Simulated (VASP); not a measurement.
Write the native input for VASP 6.6.1 that does the following.

```
Task                   : single point
Functional             : PBEsol
Potentials or basis    : VASP PAW PBE potentials, release 64 (Ti_sv, Se)
Cutoff                 : 520 eV
k mesh                 : 12 × 12 × 8
Occupations            : gaussian, width 0.1 eV
Spin                   : no spin polarisation
Dipole correction      : no
Further INCAR settings : ALGO = Normal; EDIFF = 1e-06; NBANDS = 26
```

The structure of TiSe lies in POSCAR:

```
TiSe
1.0
    3.2452910805      0.0000000000      0.0000000000
   -1.6226455403      2.8105045184      0.0000000000
    0.0000000000      0.0000000000      6.6641293577
Ti Se
2 2
Direct
    0.0000000000      0.0000000000      0.0000000000
    0.0000000000      0.0000000000      0.5000000000
    0.3333333333      0.6666666667      0.2500000000
    0.6666666667      0.3333333333      0.7500000000
```

The input as run:

INCAR

```
  PREC = Accurate
  ENCUT = 520
  EDIFF = 1E-6
  ISMEAR = 0
  SIGMA = 0.1
  LREAL = F
  LASPH = T
  NELM = 80
  ALGO = Normal
  ISIF = 2
  LWAVE = F
  LCHARG = F
  GGA = PS
  NBANDS = 26
```

KPOINTS

```
regular mesh
0
Gamma
  12 12 8
```

Potentials or basis: VASP PAW PBE potentials, release 64 (Ti_sv, Se).

The run is started by

```sh
$ cat potpaw_PBE.64/Ti_sv/POTCAR potpaw_PBE.64/Se/POTCAR > POTCAR
$ mpirun -np 1 vasp_std > vasp.out
```

It gave:

* Pressure: 12.4 GPa
* Band gap on the k mesh: zero (bands 18 and 19 overlap by 0.53 eV)

Caveat: the cell stands under pressure; the PAW data sets were made with another functional, which shifts forces and pressure a little.

Run time: 44 s on 1 thread of Intel(R) Xeon(R) 6975P-C (Granite Rapids), with other jobs on the host, peak memory 0.26 GiB.
